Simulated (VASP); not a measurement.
# CdS (P6_3mc) in VASP: a series of runs

CdS is run at these levels: PBE; tasks: single point, relaxation of shape and atoms at fixed volume.

Everything below comes from runs of VASP 6.6.1. Logs are shortened: lines on timing, memory, paths and dates and some standing lists are left out, and cuts for length are marked.

### 1 The cell of the first run

It takes space group P6_3mc (No. 186, hexagonal). The conventional cell has a = 4.332 Å, b = 4.332 Å, c = 7.048 Å, α = 90.00°, β = 90.00°, γ = 120.00°. Within 3.5 Å of Cd (site symmetry 3m) lie 4 S at 2.65 Å. S (site symmetry 3m) has 4 Cd at 2.65 Å within 3.5 Å.

### 2 Single point, PBE (28.64 Å³/atom)

INCAR reads:

```
SYSTEM = CdS
ALGO = Normal ; EDIFF = 1E-6
ENCUT = 520 ; GGA = PE
ISIF = 2 ; ISMEAR = 0
LASPH = .TRUE. ; LCHARG = .FALSE.
LREAL = .FALSE. ; LWAVE = .FALSE.
NBANDS = 26 ; NELM = 80
PREC = Accurate ; SIGMA = 0.02
```

KPOINTS reads:

```
k-points
0
G
  6 6 4
  0 0 0
```

POSCAR reads:

```
CdS
1.0
    4.3324374183      0.0000000000      0.0000000000
   -2.1662187091      3.7520008645      0.0000000000
    0.0000000000      0.0000000000      7.0483164283
Cd S
2 2
Direct
    0.3333333333      0.6666666667     -0.0008015557
    0.6666666667      0.3333333333      0.4991984443
    0.3333333333      0.6666666667      0.3758015557
    0.6666666667      0.3333333333      0.8758015557
```

Potentials or basis: VASP PAW PBE potentials, release 64 (Cd, S).

Started as:

```sh
$ cat potpaw_PBE.64/Cd/POTCAR potpaw_PBE.64/S/POTCAR > POTCAR
$ mpirun -np 1 vasp_std > vasp.out
```

OUTCAR:

```text
SYSTEM = CdS
   EDIFF = 1E-6
   ENCUT = 520
   GGA = PE
   ISIF = 2
   ISMEAR = 0
   LASPH = .TRUE.
   LREAL = .FALSE.
   NELM = 80
   PREC = Accurate

 ion  position               nearest neighbor table
   1  0.333  0.667  0.999-   4 2.65   4 2.65   4 2.65   3 2.65
   2  0.667  0.333  0.499-   3 2.65   3 2.65   3 2.65   4 2.65
   3  0.333  0.667  0.376-   2 2.65   2 2.65   2 2.65   1 2.65
   4  0.667  0.333  0.876-   1 2.65   1 2.65   1 2.65   2 2.65

  LATTYP: Found a hexagonal cell.
 ALAT       =     4.3324374183
 C/A-ratio  =     1.6268709153

  Lattice vectors:

 A1 = (   4.3324374183,   0.0000000000,   0.0000000000)
 A2 = (  -2.1662187091,   3.7520008645,   0.0000000000)
 A3 = (   0.0000000000,   0.0000000000,   7.0483164283)

Analysis of symmetry for initial positions (statically):
=====================================================================
 Subroutine PRICEL returns:
 Original cell was already a primitive cell.

 Routine SETGRP: Setting up the symmetry group for a
 hexagonal supercell.

 Subroutine GETGRP returns: Found 12 space group operations
 (whereof  6 operations were pure point group operations)
 out of a pool of 24 trial point group operations.

The static configuration has the point symmetry C_3v.
 The point group associated with its full space group is C_6v.

Analysis of symmetry for dynamics (positions and initial velocities):
=====================================================================
 Subroutine PRICEL returns:
 Original cell was already a primitive cell.

 Routine SETGRP: Setting up the symmetry group for a
 hexagonal supercell.

 Subroutine GETGRP returns: Found 12 space group operations
 (whereof  6 operations were pure point group operations)
 out of a pool of 24 trial point group operations.

The dynamic configuration has the point symmetry C_3v.
 The point group associated with its full space group is C_6v.

 Subroutine INISYM returns: Found 12 space group operations
 (whereof  6 operations are pure point group operations),
 and found     1 'primitive' translations

----------------------------------------------------------------------------------------

                                     Primitive cell

  volume of cell :     114.5726

  direct lattice vectors                    reciprocal lattice vectors
     4.332437418  0.000000000  0.000000000     0.230816952  0.133262229  0.000000000
    -2.166218709  3.752000864  0.000000000     0.000000000  0.266524459  0.000000000
     0.000000000  0.000000000  7.048316428     0.000000000  0.000000000  0.141877853

  length of vectors
     4.332437418  4.332437418  7.048316428     0.266524459  0.266524459  0.141877853

  position of ions in fractional coordinates (direct lattice)
     0.333333333  0.666666667  0.999198444
     0.666666667  0.333333333  0.499198444
     0.333333333  0.666666667  0.375801556
     0.666666667  0.333333333  0.875801556

  ion indices of the primitive-cell ions
   primitive index   ion index
                 1           1
                 2           2
                 3           3
                 4           4

----------------------------------------------------------------------------------------

 KPOINTS: k-points

Automatic generation of k-mesh.
 Grid dimensions read from file:
 generate k-points for:    6    6    4

 Generating k-lattice:

  Cartesian coordinates                     Fractional coordinates (reciprocal lattice)
     0.038469492  0.022210372  0.000000000     0.166666667 -0.000000000  0.000000000
     0.000000000  0.044420743  0.000000000     0.000000000  0.166666667  0.000000000
     0.000000000  0.000000000  0.035469463     0.000000000  0.000000000  0.250000000

  Length of vectors
     0.044420743  0.044420743  0.035469463

  Shift w.r.t. Gamma in fractional coordinates (k-lattice)
     0.000000000  0.000000000  0.000000000

 Subroutine IBZKPT returns following result:
 ===========================================

 Found     21 irreducible k-points:

 Following reciprocal coordinates:
            Coordinates               Weight
  0.000000  0.000000  0.000000      1.000000
  0.166667  0.000000  0.000000      6.000000
  0.333333 -0.000000  0.000000      6.000000
  0.500000  0.000000  0.000000      3.000000
  0.166667  0.166667  0.000000      6.000000
  0.333333  0.166667  0.000000     12.000000
[... 13 lines left out ...]
  0.333333  0.166667  0.500000     12.000000
  0.333333  0.333333  0.500000      2.000000
   k-points           NKPTS =     21   k-points in BZ     NKDIM =     21   number of bands    NBANDS=     26
   number of dos      NEDOS =    301   number of ions     NIONS =      4
   total plane-waves  NPLWV =  55296
   dimension x,y,z NGX =    32 NGY =   32 NGZ =   54
   dimension x,y,z NGXF=    64 NGYF=   64 NGZF=  108
   ions per type =               2   2
   NGX,Y,Z   is equivalent  to a cutoff of  12.28, 12.28, 12.74 a.u.
   NGXF,Y,Z  is equivalent  to a cutoff of  24.56, 24.56, 25.47 a.u.
 SYSTEM =  CdS
   PREC   = accura    normal or accurate (medium, high low for compatibility)
   ISTART =      0    job   : 0-new  1-cont  2-samecut
   ICHARG =      2    charge: 1-file 2-atom 10-const
   ISPIN  =      1    spin polarized calculation?
   LNONCOLLINEAR =      F non collinear calculations
   LSORBIT =      F    spin-orbit coupling
   LASPH  =      T    aspherical Exc in radial PAW
   ENCUT  =  520.0 eV  38.22 Ry    6.18 a.u.   8.06  8.06 13.11*2*pi/ulx,y,z
   NELM   =     80;   NELMIN=  2; NELMDL= -5     # of ELM steps
   EDIFF  = 0.1E-05   stopping-criterion for ELM
   LREAL  =      F    real-space projection
   EDIFFG = 0.1E-04   stopping-criterion for IOM
   NSW    =      0    number of steps for IOM
   IBRION =     -1    ionic relax: 0-MD 1-quasi-New 2-CG
   NFREE  =      0    steps in history (QN), initial steepest desc. (CG)
   ISIF   =      2    stress and relaxation
   ISYM   =      2    0-nonsym 1-usesym 2-fastsym
   POTIM  = 0.5000    time-step for ionic-motion
   TEBEG  =    0.0;   TEEND  =   0.0 temperature during run
   PSTRESS=    0.0 pullay stress
   NELECT =      36.0000    total number of electrons
   NUPDOWN=      -1.0000    fix difference up-down
   EMIN   =  10.00;   EMAX   =-10.00  energy-range for DOS
   EFERMI =   0.00;   METHOD = LEGACY
   ISMEAR =     0;   SIGMA  =   0.02  broadening in eV -4-tet -1-fermi 0-gaus
   EFERMI_NEDOS =   21; number of points for ismear=-14 and -15
   IALGO  =     38    algorithm
   IMIX   =      4    mixing-type and parameters
     AMIX     =   0.40;   BMIX     =  1.00
     AMIX_MAG =   1.60;   BMIX_MAG =  1.00
  volume/ion in A,a.u.               =      28.64       193.29
  Fermi-wavevector in a.u.,A,eV,Ry     =   1.112967  2.103202 16.853463  1.238695
  Thomas-Fermi vector in A             =   2.249546
   LORBIT       =      0    0 simple, 1 ext, 2 COOP (PROOUT), +10 PAW based schemes
   GGA     = PE    functional components
   LHFCALC =     F    Hartree Fock is set to
   AEXX    =    0.0000 exact exchange contribution
   IVDW    =     0    specifies the selected vdW correction
   LEPSILON=     F    determine dielectric tensor
   LRPA    =     F    only Hartree local field effects (RPA)
 non-spin polarized calculation
 Gauss-broadening in eV      SIGMA  =   0.02
  energy-cutoff  :      520.00
  volume of cell :      114.57
 maximum number of plane-waves:      3114
   NGX = 17   NGY = 17   NGZ = 27

 number of electron      35.9999995 magnetization

 Free energy of the ion-electron system (eV)
  ---------------------------------------------------
  ext. energy  EPLUGINS =         0.00000000
  ---------------------------------------------------
  free energy    TOTEN  =       -12.16909575 eV

  energy without entropy =      -12.16909575  energy(sigma->0) =      -12.16909575

 E-fermi :   0.2968     XC(G=0):  -8.4890

 val. band max:        0.1989319736   @ k =   0.0000   0.0000   0.0000
 cond. band min:       1.0794443282   @ k =   0.0000   0.0000   0.0000
 fundamental gap:      0.8805123546
 Fermi energy:         0.2968103742

 k-point     1 :       0.0000    0.0000    0.0000
  band No.  band energies     occupation
      1     -11.4003      2.00000
      2     -11.0912      2.00000
      3      -7.1191      2.00000
      4      -7.1143      2.00000
      5      -7.1143      2.00000
      6      -7.0581      2.00000
[... 18 lines left out ...]
     25       7.6267      0.00000
     26       7.6267      0.00000

 k-point     2 :       0.1667    0.0000    0.0000
  band No.  band energies     occupation
      1     -11.3320      2.00000
      2     -11.0618      2.00000
      3      -7.0973      2.00000
      4      -7.0890      2.00000
      5      -7.0520      2.00000
      6      -7.0237      2.00000
[... 18 lines left out ...]
     25       7.4805      0.00000
     26       8.1074      0.00000

 k-point     3 :       0.3333   -0.0000    0.0000
  band No.  band energies     occupation
      1     -11.1850      2.00000
      2     -11.0125      2.00000
      3      -7.0595      2.00000
      4      -7.0503      2.00000
      5      -6.9591      2.00000
      6      -6.9522      2.00000
[... 18 lines left out ...]
     25       8.4257      0.00000
     26       8.5311      0.00000

 k-point     4 :       0.5000    0.0000    0.0000
  band No.  band energies     occupation
      1     -11.0982      2.00000
      2     -11.0012      2.00000
      3      -7.0468      2.00000
      4      -7.0384      2.00000
      5      -6.9197      2.00000
      6      -6.9081      2.00000
[... 18 lines left out ...]
     25       8.4141      0.00000
     26       9.6408      0.00000
[... 409 lines left out ...]
      1     -11.1182      2.00000
      2     -11.1182      2.00000
      3      -7.0299      2.00000
      4      -7.0299      2.00000
      5      -7.0112      2.00000
      6      -7.0112      2.00000
[... 18 lines left out ...]
     25       7.9995      0.00000
     26       7.9995      0.00000

 k-point    20 :       0.3333    0.1667    0.5000
  band No.  band energies     occupation
      1     -11.0440      2.00000
      2     -11.0440      2.00000
      3      -7.0074      2.00000
      4      -7.0074      2.00000
      5      -6.9814      2.00000
      6      -6.9814      2.00000
[... 18 lines left out ...]
     25       8.4092      0.00000
     26       8.4092      0.00000

 k-point    21 :       0.3333    0.3333    0.5000
  band No.  band energies     occupation
      1     -11.0201      2.00000
      2     -11.0201      2.00000
      3      -6.9888      2.00000
      4      -6.9888      2.00000
      5      -6.9802      2.00000
      6      -6.9802      2.00000
[... 18 lines left out ...]
     25       9.2479      0.00000
     26       9.2479      0.00000

------------------------ aborting loop because EDIFF is reached ----------------------------------------

  FORCE on cell =-STRESS in cart. coord.  units (eV):
  Direction    XX          YY          ZZ          XY          YZ          ZX
  --------------------------------------------------------------------------------------
  -------------------------------------------------------------------------------------
  Total       -2.7840657     -2.7840657     -2.7716309     -0.0000000     -0.0000000      0.0000000
  in kB      -38.9322449    -38.9322449    -38.7583571     -0.0000000     -0.0000000      0.0000000
  external PRESSURE =     -38.8742823 kB  Pullay stress =       0.0000000 kB

 VOLUME and BASIS-vectors are now :
 -----------------------------------------------------------------------------
  energy-cutoff  :      520.00
  volume of cell :      114.57
      direct lattice vectors                 reciprocal lattice vectors
     4.332437418  0.000000000  0.000000000     0.230816952  0.133262229  0.000000000
    -2.166218709  3.752000864  0.000000000     0.000000000  0.266524459  0.000000000
     0.000000000  0.000000000  7.048316428     0.000000000  0.000000000  0.141877853

 POSITION                                       TOTAL-FORCE (eV/Angst)
 -----------------------------------------------------------------------------------
     -0.00000      2.50133      7.04267        -0.000000     -0.000000     -0.004114
      2.16622      1.25067      3.51851         0.000000      0.000000     -0.004114
     -0.00000      2.50133      2.64877        -0.000000     -0.000000      0.004114
      2.16622      1.25067      6.17293         0.000000      0.000000      0.004114
 -----------------------------------------------------------------------------------
    total drift:                               -0.000000     -0.000000     -0.000100

  FREE ENERGIE OF THE ION-ELECTRON SYSTEM (eV)
  ---------------------------------------------------
  free  energy   TOTEN  =       -12.1690957505 eV

  energy  without entropy=      -12.1690957505  energy(sigma->0) =      -12.16909575
```

Wall time 94 s (1 thread of Intel Xeon 8259CL, shared host); peak memory 0.25 GiB.

Results:

| Item | Value |
| --- | --- |
| Free energy | -12.1691 eV |
| Pressure | -3.9 GPa |
| Largest force | 0.004 eV/Å |
| Band gap on the k mesh | 0.88 eV |

Forces on the atoms (eV/Å):
```
Cd   0.000  0.000 -0.004
Cd   0.000  0.000 -0.004
S    0.000  0.000  0.004
S    0.000  0.000  0.004
```

Levels at points of the mesh, in eV from the valence-band top:
```
           k point  band 16  band 17  band 18  band 19  band 20  band 21
(0.00, 0.00, 0.00)    -0.03     0.00     0.00     0.88     2.58     6.45
(0.50, 0.00, 0.00)    -1.44    -0.98    -0.58     3.37     3.79     5.13
(0.00, 0.00, 0.50)    -0.30    -0.30    -0.30     2.52     2.52     6.01
(0.50, 0.00, 0.50)    -1.03    -1.03    -1.03     3.34     3.34     5.26
```

Caveat: the cell stands under tension.

(Part 1 of 3 ends here.)
